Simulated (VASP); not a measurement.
Al2O3: single point with PBEsol

Crystal: Al2O3.

```xyz
5
Lattice="2.8122 0.0000 0.0000 -1.4061 2.4355 0.0000 0.0000 0.0000 9.8217" Properties=species:S:1:pos:R:3 pbc="T T T"
Al    0.0000    0.0000    1.4732
Al    0.0000    0.0000    8.3485
O     0.0000    1.6236    2.1835
O     1.4061    0.8118    0.0000
O     0.0000    1.6236    7.6382
```

| Item | Value |
| --- | --- |
| Program | VASP 6.6.1 |
| Task | single point |
| Functional | PBEsol |
| Potentials or basis | VASP PAW PBE potentials, release 64 (Al, O) |
| Cutoff | 520 eV |
| k mesh | 12 × 12 × 2 |
| Occupations | gaussian, width 0.05 eV |
| Spin | no spin polarisation |

| Item | Value |
| --- | --- |
| Pressure | 1.2 GPa |
| Largest force | 1.156 eV/Å |
| Band gap on the k mesh | 5.14 eV, direct |

Forces on the atoms (eV/Å):
```
Al   0.000  0.000 -1.156
Al   0.000  0.000  1.156
O    0.000  0.000 -0.241
O    0.000  0.000  0.000
O    0.000  0.000  0.241
```

Stress tensor (GPa, compression positive):
```
  7.19   0.00   0.00
  0.00   7.19   0.00
  0.00   0.00 -10.79
```

Levels at points of the mesh, in eV from the valence-band top:
```csv
k point,band 9,band 10,band 11,band 12,band 13,band 14,band 15,band 16
"(0.00, 0.00, 0.00)",-1.22,-0.48,0.00,0.00,5.14,7.90,8.00,9.31
"(0.50, 0.00, 0.00)",-1.99,-1.01,-0.78,-0.72,8.06,8.56,9.12,10.54
"(0.00, 0.00, 0.50)",-1.22,-0.51,0.00,0.00,5.26,7.28,8.46,9.48
"(0.50, 0.00, 0.50)",-1.99,-1.01,-0.78,-0.72,8.08,8.53,9.13,10.46
```

It took 70 s on 1 thread of Intel Xeon 8259CL, with other jobs on the host, peak memory 0.21 GiB.

Caveat: the PAW data sets were made with another functional, which shifts forces and pressure a little. A hybrid or GW would open this gap; PBEsol tends to underestimate it.
